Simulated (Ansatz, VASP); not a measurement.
HC12: VASP beside Ansatz

```
C H
1.0
     5.05093    0.00000    0.00000
     0.00000    5.05093    0.00000
     0.00000    0.00000   22.37549
C H
24 2
Direct
  0.00000 0.25000 0.17877
  0.00000 0.75000 0.17877
  0.50000 0.25000 0.17877
  0.50000 0.75000 0.17877
  0.00000 0.00000 0.21867
  0.00000 0.50000 0.21867
  0.50000 0.00000 0.21867
  0.50000 0.50000 0.21867
  0.25000 0.00000 0.25858
  0.25000 0.50000 0.25858
  0.75000 0.00000 0.25858
  0.75000 0.50000 0.25858
  0.25000 0.25000 0.29760
  0.25000 0.75000 0.29760
  0.75000 0.25000 0.29760
  0.75000 0.75000 0.29760
  0.00000 0.25000 0.33949
  0.00000 0.75000 0.33949
  0.50000 0.25000 0.33949
  0.50000 0.75000 0.33949
  0.00000 0.00000 0.37432
  0.00000 0.50000 0.37432
  0.50000 0.00000 0.37432
  0.50000 0.50000 0.37432
  0.90903 0.37500 0.43733
  0.09097 0.37500 0.43733
```

Alike in both runs: task single point; functional PBE; k mesh 5 × 5 × 1; occupations gaussian, width 0.05 eV; no spin polarisation.

|  | VASP | Ansatz |
| --- | --- | --- |
| version | VASP 6.6.1 | Ansatz 0.2.0 |
| potentials or method | VASP PAW PBE potentials, release 64 (C, H), cutoff 520 eV | scalar-relativistic, plane waves, PAW |
| valence electrons in the cell | 98 | 98 |

VASP gave:

- gap on the k mesh at the Fermi level (eV): none
- rms of the force components (eV/Å): 0.831

**Question.** Which values does Ansatz return?

**Answer.** gap on the k mesh at the Fermi level (eV): none; rms of the force components (eV/Å): 0.834.

Atom by atom the forces differ by 0.013 eV/Å (rms over components). A gap of «none» marks a metal or a gap that the smearing closes. With one functional, cell and mesh, what is left measures potentials, basis and numerics.
